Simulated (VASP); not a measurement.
Set up this calculation in VASP 6.6.1, as the native input.

- Task: single point
- Functional: LDA
- Potentials or basis: VASP PAW LDA potentials, release 64 (Ti_sv, B)
- Cutoff: 520 eV
- k mesh: 15 × 15 × 12
- Occupations: gaussian, width 0.1 eV
- Spin: no spin polarisation
- Dipole correction: no
- Further INCAR settings: ALGO = Normal; EDIFF = 1e-06; NBANDS = 16

The structure of TiB2 lies in POSCAR:

```
TiB2
1.0
    2.9939207509      0.0000000029      0.0000000000
   -1.4969603779      2.5928114258      0.0000000000
    0.0000000000      0.0000000000      3.1595020637
Ti B
1 2
Direct
    0.0000000000      0.0000000000      0.0000000000
    0.3333333333      0.6666666667      0.5000000000
    0.6666666667      0.3333333333      0.5000000000
```

These files were run (other wordings do the same):

INCAR

```
  ALGO = Normal
  EDIFF = 1E-6
  ENCUT = 520
  GGA = CA
  ISIF = 2
  ISMEAR = 0
  LASPH = T
  LCHARG = F
  LREAL = F
  LWAVE = F
  NBANDS = 16
  NELM = 80
  PREC = Accurate
  SIGMA = 0.1
```

KPOINTS

```
k-points
0
Gamma
  15 15 12
```

Potentials or basis: VASP PAW LDA potentials, release 64 (Ti_sv, B).

Launch:

```sh
$ cat potpaw_LDA.64/Ti_sv/POTCAR potpaw_LDA.64/B/POTCAR > POTCAR
$ mpirun -np 1 vasp_std > vasp.out
```

It gave:

| Item | Value |
| --- | --- |
| Pressure | 0.6 GPa |
| Band gap on the k mesh | zero (bands 9 and 10 overlap by 0.74 eV) |

Run time: 33 s on 1 thread of AMD EPYC 9R45 96-Core Processor (Zen 5), on a shared host, peak memory 0.15 GiB.
